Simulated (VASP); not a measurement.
# K (Im-3m) in VASP: a series of runs

K is run at these levels: LDA; tasks: single point.

Everything below comes from runs of VASP 6.6.1. Logs are shortened: lines on timing, memory, paths and dates and some standing lists are left out, and cuts for length are marked.

**1. The cell of the first run**

The structure is cubic, space group Im-3m (No. 229). Conventional cell: a = 5.048 Å, b = 5.048 Å, c = 5.048 Å, α = 90.00°, β = 90.00°, γ = 90.00°. Within 5.7 Å of K (site symmetry m-3m) lie 14 K at 4.37 to 5.05 Å.

**2. Single point, LDA**

The input, INCAR:

```
SYSTEM = K
PREC = Accurate
ENCUT = 520
EDIFF = 1E-6
ISMEAR = -1
SIGMA = 0.03
LREAL = .FALSE.
LASPH = .TRUE.
NELM = 100
ALGO = Normal
ISIF = 2
LWAVE = .FALSE.
LCHARG = .TRUE.
GGA = CA
LELF = .TRUE.
LVHAR = .TRUE.
NBANDS = 10
```

The input, KPOINTS:

```
regular mesh
0
G
  9 9 9
  0 0 0
```

The input, POSCAR:

```
K
1.0
   -2.5241928768      2.5241928768      2.5241928768
    2.5241928768     -2.5241928768      2.5241928768
    2.5241928768      2.5241928768     -2.5241928768
K
1
Direct
    0.0000000000      0.0000000000      0.0000000000
```

Potentials or basis: VASP PAW LDA potentials, release 64 (K_sv).

On the command line:

```
$ cat potpaw_LDA.64/K_sv/POTCAR > POTCAR
$ mpirun -np 1 vasp_std > vasp.out
```

OUTCAR:

```text
SYSTEM = K
   PREC = Accurate
   ENCUT = 520
   EDIFF = 1E-6
   ISMEAR = -1
   LREAL = .FALSE.
   LASPH = .TRUE.
   NELM = 100
   ISIF = 2
   GGA = CA

 ion  position               nearest neighbor table
   1  0.000  0.000  0.000-

  LATTYP: Found a body centered cubic cell.
 ALAT       =     5.0483857536

  Lattice vectors:

 A1 = (  -2.5241928768,   2.5241928768,   2.5241928768)
 A2 = (   2.5241928768,  -2.5241928768,   2.5241928768)
 A3 = (   2.5241928768,   2.5241928768,  -2.5241928768)

Analysis of symmetry for initial positions (statically):
=====================================================================
 Subroutine PRICEL returns:
 Original cell was already a primitive cell.

 Routine SETGRP: Setting up the symmetry group for a
 body centered cubic supercell.

 Subroutine GETGRP returns: Found 48 space group operations
 (whereof 48 operations were pure point group operations)
 out of a pool of 48 trial point group operations.

The static configuration has the point symmetry O_h .

Analysis of symmetry for dynamics (positions and initial velocities):
=====================================================================
 Subroutine PRICEL returns:
 Original cell was already a primitive cell.

 Routine SETGRP: Setting up the symmetry group for a
 body centered cubic supercell.

 Subroutine GETGRP returns: Found 48 space group operations
 (whereof 48 operations were pure point group operations)
 out of a pool of 48 trial point group operations.

The dynamic configuration has the point symmetry O_h .

 Subroutine INISYM returns: Found 48 space group operations
 (whereof 48 operations are pure point group operations),
 and found     1 'primitive' translations

----------------------------------------------------------------------------------------

                                     Primitive cell

  volume of cell :      64.3321

  direct lattice vectors                    reciprocal lattice vectors
    -2.524192877  2.524192877  2.524192877     0.000000000  0.198083120  0.198083120
     2.524192877 -2.524192877  2.524192877     0.198083120  0.000000000  0.198083120
     2.524192877  2.524192877 -2.524192877     0.198083120  0.198083120  0.000000000

  length of vectors
     4.372030311  4.372030311  4.372030311     0.280131834  0.280131834  0.280131834

  position of ions in fractional coordinates (direct lattice)
     0.000000000  0.000000000  0.000000000

  ion indices of the primitive-cell ions
   primitive index   ion index
                 1           1

----------------------------------------------------------------------------------------

 KPOINTS: regular mesh

Automatic generation of k-mesh.
 Grid dimensions read from file:
 generate k-points for:    9    9    9

 Generating k-lattice:

  Cartesian coordinates                     Fractional coordinates (reciprocal lattice)
     0.000000000  0.022009236  0.022009236     0.111111111  0.000000000  0.000000000
     0.022009236  0.000000000  0.022009236     0.000000000  0.111111111  0.000000000
     0.022009236  0.022009236  0.000000000     0.000000000  0.000000000  0.111111111

  Length of vectors
     0.031125759  0.031125759  0.031125759

  Shift w.r.t. Gamma in fractional coordinates (k-lattice)
     0.000000000  0.000000000  0.000000000

 Subroutine IBZKPT returns following result:
 ===========================================

 Found     35 irreducible k-points:

 Following reciprocal coordinates:
            Coordinates               Weight
  0.000000  0.000000  0.000000      1.000000
  0.111111  0.000000  0.000000     12.000000
  0.222222  0.000000  0.000000     12.000000
  0.333333  0.000000  0.000000     12.000000
  0.444444  0.000000  0.000000     12.000000
  0.111111  0.111111  0.000000     24.000000
[... 16 lines left out ...]
 -0.333333  0.444444  0.111111     48.000000
 -0.444444 -0.444444  0.111111     24.000000
 [... further k-points ...]
   k-points           NKPTS =     35   k-points in BZ     NKDIM =     35   number of bands    NBANDS=     10
   number of dos      NEDOS =    301   number of ions     NIONS =      1
   total plane-waves  NPLWV =  46656
   dimension x,y,z NGX =    36 NGY =   36 NGZ =   36
   dimension x,y,z NGXF=    72 NGYF=   72 NGZF=   72
   ions per type =               1
   NGX,Y,Z   is equivalent  to a cutoff of  13.69, 13.69, 13.69 a.u.
   NGXF,Y,Z  is equivalent  to a cutoff of  27.38, 27.38, 27.38 a.u.
 SYSTEM =  K
   PREC   = accura    normal or accurate (medium, high low for compatibility)
   ISTART =      0    job   : 0-new  1-cont  2-samecut
   ICHARG =      2    charge: 1-file 2-atom 10-const
   ISPIN  =      1    spin polarized calculation?
   LNONCOLLINEAR =      F non collinear calculations
   LSORBIT =      F    spin-orbit coupling
   LASPH  =      T    aspherical Exc in radial PAW
   ENCUT  =  520.0 eV  38.22 Ry    6.18 a.u.   8.13  8.13  8.13*2*pi/ulx,y,z
   NELM   =    100;   NELMIN=  2; NELMDL= -5     # of ELM steps
   EDIFF  = 0.1E-05   stopping-criterion for ELM
   LREAL  =      F    real-space projection
   EDIFFG = 0.1E-04   stopping-criterion for IOM
   NSW    =      0    number of steps for IOM
   IBRION =     -1    ionic relax: 0-MD 1-quasi-New 2-CG
   NFREE  =      0    steps in history (QN), initial steepest desc. (CG)
   ISIF   =      2    stress and relaxation
   ISYM   =      2    0-nonsym 1-usesym 2-fastsym
   POTIM  = 0.5000    time-step for ionic-motion
   TEBEG  =    0.0;   TEEND  =   0.0 temperature during run
   PSTRESS=    0.0 pullay stress
   NELECT =       9.0000    total number of electrons
   NUPDOWN=      -1.0000    fix difference up-down
   EMIN   =  10.00;   EMAX   =-10.00  energy-range for DOS
   EFERMI =   0.00;   METHOD = LEGACY
   ISMEAR =    -1;   SIGMA  =   0.03  broadening in eV -4-tet -1-fermi 0-gaus
   EFERMI_NEDOS =   21; number of points for ismear=-14 and -15
   IALGO  =     38    algorithm
   IMIX   =      4    mixing-type and parameters
     AMIX     =   0.40;   BMIX     =  1.00
     AMIX_MAG =   1.60;   BMIX_MAG =  1.00
  volume/ion in A,a.u.               =      64.33       434.13
  Fermi-wavevector in a.u.,A,eV,Ry     =   0.849858  1.605999  9.826930  0.722259
  Thomas-Fermi vector in A             =   1.965745
   LORBIT       =      0    0 simple, 1 ext, 2 COOP (PROOUT), +10 PAW based schemes
   GGA     = CA    functional components
   LHFCALC =     F    Hartree Fock is set to
   AEXX    =    0.0000 exact exchange contribution
   IVDW    =     0    specifies the selected vdW correction
   LEPSILON=     F    determine dielectric tensor
   LRPA    =     F    only Hartree local field effects (RPA)
 non-spin polarized calculation
  energy-cutoff  :      520.00
  volume of cell :       64.33
 maximum number of plane-waves:      1754
 NGX is ok and might be reduce to    36
   NGX = 17   NGY = 17   NGZ = 17

 number of electron       9.0000001 magnetization

 Free energy of the ion-electron system (eV)
  ---------------------------------------------------
  ext. energy  EPLUGINS =         0.00000000
  ---------------------------------------------------
  free energy    TOTEN  =        -1.16915016 eV

  energy without entropy =       -1.16698916  energy(sigma->0) =       -1.16806966

 E-fermi :  -0.0153     XC(G=0):  -6.2254

 val. band max:       -0.0686740819   @ k =  -0.3333   0.4444   0.1111
 cond. band min:       0.0267469060   @ k =   0.4444   0.0000   0.0000
 fundamental gap:      0.0954209879
 Fermi energy:        -0.0152955770

 k-point     1 :       0.0000    0.0000    0.0000
  band No.  band energies     occupation
      1     -31.7499      2.00000
      2     -15.4169      2.00000
      3     -15.4169      2.00000
      4     -15.4169      2.00000
      5      -2.3683      2.00000
      6       4.2727      0.00000
      7       4.2727      0.00000
      8       4.2727      0.00000
      9       5.3001      0.00000
     10       5.3001      0.00000

 k-point     2 :       0.1111    0.0000    0.0000
  band No.  band energies     occupation
      1     -31.7490      2.00000
      2     -15.4304      2.00000
      3     -15.4213      2.00000
      4     -15.4169      2.00000
      5      -2.1962      2.00000
      6       4.0404      0.00000
      7       4.0799      0.00000
      8       4.4178      0.00000
      9       5.0778      0.00000
     10       5.2728      0.00000

 k-point     3 :       0.2222    0.0000    0.0000
  band No.  band energies     occupation
      1     -31.7465      2.00000
      2     -15.4642      2.00000
      3     -15.4323      2.00000
      4     -15.4170      2.00000
      5      -1.6972      2.00000
      6       3.2212      0.00000
      7       3.6834      0.00000
      8       4.8449      0.00000
      9       5.0734      0.00000
     10       5.2718      0.00000

 k-point     4 :       0.3333    0.0000    0.0000
  band No.  band energies     occupation
      1     -31.7437      2.00000
      2     -15.5019      2.00000
      3     -15.4448      2.00000
      4     -15.4170      2.00000
      5      -0.9232      2.00000
      6       2.2059      0.00000
      7       3.3278      0.00000
      8       5.1513      0.00000
      9       5.4160      0.00000
     10       5.5298      0.00000

 k-point     5 :       0.4444    0.0000    0.0000
  band No.  band energies     occupation
      1     -31.7419      2.00000
      2     -15.5262      2.00000
      3     -15.4529      2.00000
      4     -15.4171      2.00000
      5       0.0267      0.39518
      6       1.1711      0.00000
      7       3.1298      0.00000
      8       5.0368      0.00000
      9       5.7269      0.00000
     10       6.4399      0.00000

 k-point     6 :       0.1111    0.1111    0.0000
  band No.  band energies     occupation
      1     -31.7472      2.00000
      2     -15.4536      2.00000
      3     -15.4262      2.00000
      4     -15.4201      2.00000
      5      -1.8604      2.00000
      6       3.5673      0.00000
      7       3.7172      0.00000
      8       4.6872      0.00000
      9       4.8968      0.00000
     10       5.4196      0.00000
[... 183 lines left out ...]
 k-point    21 :      -0.2222    0.3333    0.1111
  band No.  band energies     occupation
      1     -31.7431      2.00000
      2     -15.4871      2.00000
      3     -15.4503      2.00000
      4     -15.4340      2.00000
      5      -0.9161      2.00000
      6       2.6788      0.00000
      7       3.3124      0.00000
      8       4.2521      0.00000
      9       5.2202      0.00000
     10       5.6594      0.00000

 k-point    22 :      -0.4444    0.4444    0.1111
  band No.  band energies     occupation
      1     -31.7411      2.00000
      2     -15.5226      2.00000
      3     -15.4579      2.00000
      4     -15.4266      2.00000
      5       0.1718      0.00391
      6       1.2552      0.00000
      7       3.2045      0.00000
      8       4.3166      0.00000
      9       5.6251      0.00000
     10       6.3894      0.00000

 k-point    23 :      -0.3333    0.4444    0.1111
  band No.  band energies     occupation
      1     -31.7409      2.00000
      2     -15.5093      2.00000
      3     -15.4647      2.00000
      4     -15.4348      2.00000
      5      -0.0687      1.71122
      6       1.8668      0.00000
      7       2.9315      0.00000
      8       4.3467      0.00000
      9       5.2627      0.00000
     10       5.9484      0.00000

 k-point    24 :      -0.4444   -0.4444    0.1111
  band No.  band energies     occupation
      1     -31.7401      2.00000
      2     -15.5181      2.00000
      3     -15.4707      2.00000
      4     -15.4347      2.00000
      5       0.8467      0.00000
      6       0.9697      0.00000
      7       2.7875      0.00000
      8       4.2828      0.00000
      9       5.4286      0.00000
     10       6.1478      0.00000

 [... further k-points ...]

------------------------ aborting loop because EDIFF is reached ----------------------------------------

  FORCE on cell =-STRESS in cart. coord.  units (eV):
  Direction    XX          YY          ZZ          XY          YZ          ZX
  --------------------------------------------------------------------------------------
  -------------------------------------------------------------------------------------
  Total       -0.0138781     -0.0138781     -0.0138781     -0.0000000     -0.0000000      0.0000000
  in kB       -0.3456319     -0.3456319     -0.3456319     -0.0000000     -0.0000000      0.0000000
  external PRESSURE =      -0.3456319 kB  Pullay stress =       0.0000000 kB

 VOLUME and BASIS-vectors are now :
 -----------------------------------------------------------------------------
  energy-cutoff  :      520.00
  volume of cell :       64.33
      direct lattice vectors                 reciprocal lattice vectors
    -2.524192877  2.524192877  2.524192877     0.000000000  0.198083120  0.198083120
     2.524192877 -2.524192877  2.524192877     0.198083120  0.000000000  0.198083120
     2.524192877  2.524192877 -2.524192877     0.198083120  0.198083120  0.000000000

 POSITION                                       TOTAL-FORCE (eV/Angst)
 -----------------------------------------------------------------------------------
      0.00000      0.00000      0.00000        -0.000000      0.000000     -0.000000
 -----------------------------------------------------------------------------------
    total drift:                               -0.000000     -0.000000     -0.000000

  FREE ENERGIE OF THE ION-ELECTRON SYSTEM (eV)
  ---------------------------------------------------
  free  energy   TOTEN  =        -1.1691501586 eV

  energy  without entropy=       -1.1669891619  energy(sigma->0) =       -1.16806966
```

Wall time 53 s (1 thread of AMD EPYC 7R13, shared host); peak memory 0.14 GiB.

What came out:

- Free energy: -1.1692 eV
- Pressure: 0.0 GPa

Levels at points of the mesh, in eV from the Fermi level:
```
           k point  band 2  band 3  band 4  band 5  band 6  band 7
(0.00, 0.00, 0.00)  -15.40  -15.40  -15.40   -2.35    4.29    4.29
```

**3. Single point, LDA**

The input, INCAR:

```
PREC = Accurate ; ENCUT = 520
EDIFF = 1E-6 ; ISMEAR = -1
SIGMA = 0.2 ; LREAL = False
LASPH = True ; NELM = 100
ALGO = Normal ; ISIF = 2
LWAVE = False ; LCHARG = False
GGA = CA ; NBANDS = 10
```

The input, KPOINTS:

```
regular mesh
0
Gamma
  9 9 9
```

POSCAR is that of step 2.

Potentials or basis: VASP PAW LDA potentials, release 64 (K_sv).

On the command line:

```
$ cat potpaw_LDA.64/K_sv/POTCAR > POTCAR
$ mpirun -np 1 vasp_std > vasp.out
```

OUTCAR:

```text
PREC = Accurate
   ENCUT = 520
   EDIFF = 1E-6
   ISMEAR = -1
   LREAL = False
   LASPH = True
   NELM = 100
   ISIF = 2
   GGA = CA

 ion  position               nearest neighbor table
   1  0.000  0.000  0.000-

  LATTYP: Found a body centered cubic cell.
 ALAT       =     5.0483857536

  Lattice vectors:

 A1 = (  -2.5241928768,   2.5241928768,   2.5241928768)
 A2 = (   2.5241928768,  -2.5241928768,   2.5241928768)
[... 489 lines left out ...]
      8       4.2843      0.00000
      9       5.4304      0.00000
     10       6.1494      0.00000

 [... further k-points ...]

------------------------ aborting loop because EDIFF is reached ----------------------------------------

  FORCE on cell =-STRESS in cart. coord.  units (eV):
  Direction    XX          YY          ZZ          XY          YZ          ZX
  --------------------------------------------------------------------------------------
  -------------------------------------------------------------------------------------
  Total        0.0035506      0.0035506      0.0035506     -0.0000000     -0.0000000      0.0000000
  in kB        0.0884282      0.0884282      0.0884282     -0.0000000     -0.0000000      0.0000000
  external PRESSURE =       0.0884282 kB  Pullay stress =       0.0000000 kB

 VOLUME and BASIS-vectors are now :
 -----------------------------------------------------------------------------
  energy-cutoff  :      520.00
  volume of cell :       64.33
      direct lattice vectors                 reciprocal lattice vectors
    -2.524192877  2.524192877  2.524192877     0.000000000  0.198083120  0.198083120
     2.524192877 -2.524192877  2.524192877     0.198083120  0.000000000  0.198083120
     2.524192877  2.524192877 -2.524192877     0.198083120  0.198083120  0.000000000

 POSITION                                       TOTAL-FORCE (eV/Angst)
 -----------------------------------------------------------------------------------
      0.00000      0.00000      0.00000        -0.000000      0.000000     -0.000000
 -----------------------------------------------------------------------------------
    total drift:                               -0.000000     -0.000000      0.000000

  FREE ENERGIE OF THE ION-ELECTRON SYSTEM (eV)
  ---------------------------------------------------
  free  energy   TOTEN  =        -1.2139562100 eV

  energy  without entropy=       -1.1180983982  energy(sigma->0) =       -1.16602730
```

OSZICAR:

```text
N       E                     dE             d eps       ncg     rms          rms(c)
DAV:   1     0.497905480443E+02    0.49791E+02   -0.35961E+03   700   0.693E+02
DAV:   2     0.506841577588E+00   -0.49284E+02   -0.48477E+02   756   0.206E+02
DAV:   3    -0.115533299504E+01   -0.16622E+01   -0.16535E+01  1028   0.293E+01
DAV:   4    -0.121321888020E+01   -0.57886E-01   -0.57819E-01  1004   0.484E+00
DAV:   5    -0.121573892898E+01   -0.25200E-02   -0.25193E-02  1102   0.648E-01    0.252E+00
DAV:   6    -0.121437285141E+01    0.13661E-02   -0.20977E-03  1036   0.314E-01    0.158E+00
DAV:   7    -0.121394195923E+01    0.43089E-03   -0.33896E-03   968   0.349E-01    0.641E-02
DAV:   8    -0.121394971453E+01   -0.77553E-05   -0.32321E-04  1000   0.181E-01    0.239E-02
DAV:   9    -0.121395662530E+01   -0.69108E-05   -0.10357E-05   926   0.267E-02    0.143E-02
DAV:  10    -0.121395621003E+01    0.41527E-06   -0.46675E-06  1008   0.178E-02
   1 F= -.12139562E+01 E0= -.11660273E+01  d E =-.958578E-01
```

stdout:

```text
POSCAR found type information on POSCAR K
 POSCAR found :  1 types and       1 ions
 scaLAPACK will be used
 LDA part: xc-table for (Slater(with rela. corr.)+CA(PZ))
 , standard interpolation
 POSCAR, INCAR and KPOINTS ok, starting setup
 FFT: planning ... GRIDC
 FFT: planning ... GRID_SOFT
 FFT: planning ... GRID
 WAVECAR not read
 entering main loop
```

Wall time 50 s (1 thread of AMD EPYC 7R13, shared host); peak memory 0.14 GiB.

Results:

```
Free energy : -1.2140 eV
Pressure    : 0.0 GPa
```

Levels at points of the mesh, in eV from the Fermi level:
```tsv
k point	band 2	band 3	band 4	band 5	band 6	band 7
(0.00, 0.00, 0.00)	-15.39	-15.39	-15.39	-2.35	4.30	4.30
```
